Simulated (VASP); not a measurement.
# Ir (Fd-3m) in VASP: a series of runs, part 2 of 3

VASP 6.6.1. Earlier steps stand in the parts before.

### Step 3. Single point, r2SCAN

Input file POSCAR:

```
Ir
1.0
    0.0000000000      2.7635681223      2.7635681223
    2.7635681223      0.0000000000      2.7635681223
    2.7635681223      2.7635681223      0.0000000000
Ir
2
Direct
    0.1250000000      0.1250000000      0.1250000000
    0.8750000000      0.8750000000      0.8750000000
```

Input file INCAR.step1:

```
ALGO     = Normal         # electronic algorithm
EDIFF    = 1E-5           # SCF threshold, eV
ENCUT    = 550            # plane-wave cutoff, eV
GGA      = PE             # functional
GGA_COMPAT= False        
ISMEAR   = -1             # smearing method
LASPH    = True           # aspherical terms in the spheres
LCHARG   = False          # write CHGCAR
LREAL    = False          # projectors in reciprocal space
LWAVE    = True           # write WAVECAR
NBANDS   = 16             # bands
NELM     = 120            # most SCF steps
PREC     = Accurate       # precision mode
SIGMA    = 0.1            # smearing width, eV
```

Input file INCAR.step2:

```
ALGO     = Normal         # electronic algorithm
EDIFF    = 1E-6           # SCF threshold, eV
ENCUT    = 550            # plane-wave cutoff, eV
GGA_COMPAT= False        
ISIF     = 2              # what is computed and relaxed
ISMEAR   = -1             # smearing method
ISTART   = 1            
LASPH    = True           # aspherical terms in the spheres
LCHARG   = False          # write CHGCAR
LMIXTAU  = True         
LREAL    = False          # projectors in reciprocal space
LWAVE    = False          # write WAVECAR
METAGGA  = R2SCAN         # meta-GGA
NBANDS   = 16             # bands
NELM     = 120            # most SCF steps
PREC     = Accurate       # precision mode
SIGMA    = 0.1            # smearing width, eV
```

Input file KPOINTS:

```
k-points
0
Gamma
  16 16 16
```

Potentials or basis: VASP PAW PBE potentials, release 64 (Ir).

Command:

```sh
cat potpaw_PBE.64/Ir/POTCAR > POTCAR
cp INCAR.step1 INCAR
mpirun -np 1 vasp_std > vasp.out
cp INCAR.step2 INCAR
mpirun -np 1 vasp_std > vasp.out
```

OUTCAR:

```text
EDIFF = 1E-6
   ENCUT = 550
   ISIF = 2
   ISMEAR = -1
   ISTART = 1
   LASPH = True
   LREAL = False
   METAGGA = R2SCAN
   NELM = 120
   PREC = Accurate

 ion  position               nearest neighbor table
   1  0.125  0.125  0.125-   2 2.39   2 2.39   2 2.39   2 2.39
   2  0.875  0.875  0.875-   1 2.39   1 2.39   1 2.39   1 2.39

  LATTYP: Found a face centered cubic cell.
 ALAT       =     5.5271362446

  Lattice vectors:

 A1 = (   0.0000000000,   2.7635681223,   2.7635681223)
 A2 = (   2.7635681223,   0.0000000000,   2.7635681223)
 A3 = (   2.7635681223,   2.7635681223,   0.0000000000)

Analysis of symmetry for initial positions (statically):
=====================================================================
 Subroutine PRICEL returns:
 Original cell was already a primitive cell.

 Routine SETGRP: Setting up the symmetry group for a
 face centered cubic supercell.

 Subroutine GETGRP returns: Found 48 space group operations
 (whereof 12 operations were pure point group operations)
 out of a pool of 48 trial point group operations.

The static configuration has the point symmetry D_3d.
 The point group associated with its full space group is O_h .

Analysis of symmetry for dynamics (positions and initial velocities):
=====================================================================
 Subroutine PRICEL returns:
 Original cell was already a primitive cell.

 Routine SETGRP: Setting up the symmetry group for a
 face centered cubic supercell.

 Subroutine GETGRP returns: Found 48 space group operations
 (whereof 12 operations were pure point group operations)
 out of a pool of 48 trial point group operations.

The dynamic configuration has the point symmetry D_3d.
 The point group associated with its full space group is O_h .

 Subroutine INISYM returns: Found 48 space group operations
 (whereof 12 operations are pure point group operations),
 and found     1 'primitive' translations

[... 110 lines left out ...]
   EFERMI_NEDOS =   21; number of points for ismear=-14 and -15
   IALGO  =     38    algorithm
   IMIX   =      4    mixing-type and parameters
     AMIX     =   0.40;   BMIX     =  1.00
     AMIX_MAG =   1.60;   BMIX_MAG =  1.00
  volume/ion in A,a.u.               =      21.11       142.43
  Fermi-wavevector in a.u.,A,eV,Ry     =   1.232212  2.328543 20.658363  1.518347
  Thomas-Fermi vector in A             =   2.366991
   LORBIT       =      0    0 simple, 1 ext, 2 COOP (PROOUT), +10 PAW based schemes
   METAGGA = R2SCAN    functional components
   LHFCALC =     F    Hartree Fock is set to
   AEXX    =    0.0000 exact exchange contribution
   IVDW    =     0    specifies the selected vdW correction
   LEPSILON=     F    determine dielectric tensor
   LRPA    =     F    only Hartree local field effects (RPA)
 non-spin polarized calculation
  energy-cutoff  :      550.00
  volume of cell :       42.21
 maximum number of plane-waves:      1259
 NGX is ok and might be reduce to    30
   NGX = 15   NGY = 15   NGZ = 15

 number of electron      17.9999999 magnetization

 Free energy of the ion-electron system (eV)
  ---------------------------------------------------
  ext. energy  EPLUGINS =         0.00000000
  ---------------------------------------------------
  free energy    TOTEN  =      -102.77503858 eV

  energy without entropy =     -102.70950805  energy(sigma->0) =     -102.74227331

 E-fermi :   5.3046     XC(G=0): -12.1484

 val. band max:        5.2987100879   @ k =  -0.2500   0.3750   0.1250
 cond. band min:       5.3096517219   @ k =   0.4375   0.1875   0.0000
 fundamental gap:      0.0109416340
 Fermi energy:         5.3046218426

 k-point     1 :       0.0000    0.0000    0.0000
  band No.  band energies     occupation
      1      -3.1217      2.00000
      2      -0.1714      2.00000
      3      -0.1714      2.00000
      4       0.3006      2.00000
      5       0.3006      2.00000
      6       0.3006      2.00000
[... 433 lines left out ...]
      3      -0.1942      2.00000
      4       0.2922      2.00000
      5       0.3879      2.00000
      6       0.5607      2.00000
[... 8 lines left out ...]
     15      17.6631      0.00000
     16      18.4415      0.00000

 [... further k-points ...]

------------------------ aborting loop because EDIFF is reached ----------------------------------------

  FORCE on cell =-STRESS in cart. coord.  units (eV):
  Direction    XX          YY          ZZ          XY          YZ          ZX
  --------------------------------------------------------------------------------------
  -------------------------------------------------------------------------------------
  Total        0.1012954      0.1012954      0.1012954     -0.0000000      0.0000000     -0.0000000
  in kB        3.8446758      3.8446758      3.8446758     -0.0000000      0.0000000     -0.0000000
  external PRESSURE =       3.8446758 kB  Pullay stress =       0.0000000 kB

 VOLUME and BASIS-vectors are now :
 -----------------------------------------------------------------------------
  energy-cutoff  :      550.00
  volume of cell :       42.21
      direct lattice vectors                 reciprocal lattice vectors
     0.000000000  2.763568122  2.763568122    -0.180925520  0.180925520  0.180925520
     2.763568122  0.000000000  2.763568122     0.180925520 -0.180925520  0.180925520
     2.763568122  2.763568122  0.000000000     0.180925520  0.180925520 -0.180925520

 POSITION                                       TOTAL-FORCE (eV/Angst)
 -----------------------------------------------------------------------------------
      0.69089      0.69089      0.69089         0.000000      0.000000      0.000000
      4.83624      4.83624      4.83624        -0.000000     -0.000000     -0.000000
 -----------------------------------------------------------------------------------
    total drift:                               -0.000000      0.000000      0.000000

  FREE ENERGIE OF THE ION-ELECTRON SYSTEM (eV)
  ---------------------------------------------------
  free  energy   TOTEN  =      -102.7750385826 eV

  energy  without entropy=     -102.7095080454  energy(sigma->0) =     -102.74227331
```

OUTCAR.step1:

```text
EDIFF = 1E-5
   ENCUT = 550
   GGA = PE
   ISMEAR = -1
   LASPH = True
[... 679 lines left out ...]
      0.69089      0.69089      0.69089        -0.000000     -0.000000     -0.000000
      4.83624      4.83624      4.83624         0.000000      0.000000      0.000000
 -----------------------------------------------------------------------------------
    total drift:                               -0.000000      0.000000      0.000000

  FREE ENERGIE OF THE ION-ELECTRON SYSTEM (eV)
  ---------------------------------------------------
  free  energy   TOTEN  =       -15.7296232531 eV

  energy  without entropy=      -15.6618509052  energy(sigma->0) =      -15.69573708
```

OSZICAR.step1:

```text
N       E                     dE             d eps       ncg     rms          rms(c)
DAV:   1     0.135278920866E+03    0.13528E+03   -0.82843E+03  4640   0.111E+03
DAV:   2    -0.120895606611E+02   -0.14737E+03   -0.12975E+03  4664   0.284E+02
DAV:   3    -0.166205925968E+02   -0.45310E+01   -0.44643E+01  6064   0.583E+01
DAV:   4    -0.166667701048E+02   -0.46178E-01   -0.46165E-01  5264   0.548E+00
DAV:   5    -0.166679333853E+02   -0.11633E-02   -0.11633E-02  6336   0.876E-01    0.150E+01
DAV:   6    -0.158500404529E+02    0.81789E+00   -0.14805E+00  6312   0.138E+01    0.599E+00
DAV:   7    -0.157463001094E+02    0.10374E+00   -0.18412E-01  6736   0.426E+00    0.216E+00
DAV:   8    -0.157298464013E+02    0.16454E-01   -0.18996E-02  5328   0.111E+00    0.300E-01
DAV:   9    -0.157295825444E+02    0.26386E-03   -0.66560E-04  5552   0.203E-01    0.373E-02
DAV:  10    -0.157296241503E+02   -0.41606E-04   -0.40947E-05  6056   0.490E-02    0.484E-03
DAV:  11    -0.157296232531E+02    0.89716E-06   -0.21012E-06  3280   0.160E-02
   1 F= -.15729623E+02 E0= -.15695737E+02  d E =-.677723E-01
```

Run time: 4.4 min. Hardware: 1 thread of AMD EPYC 7R13 (Zen 3), shared host; peak memory 0.21 GiB.

What came out:

```yaml
Free_energy: -102.7750 eV
Pressure: 0.4 GPa
Band_gap_on_the_k_mesh: zero (bands 9 and 10 overlap by 1.77 eV)
```

Caveat: the PAW data sets were made with another functional, which shifts forces and pressure a little; spin-orbit coupling is left out, which moves the levels of the heavy elements.

[end of part 2 of 3]

The gap in the log of VASP goes by the Fermi energy; the results here count the filled bands.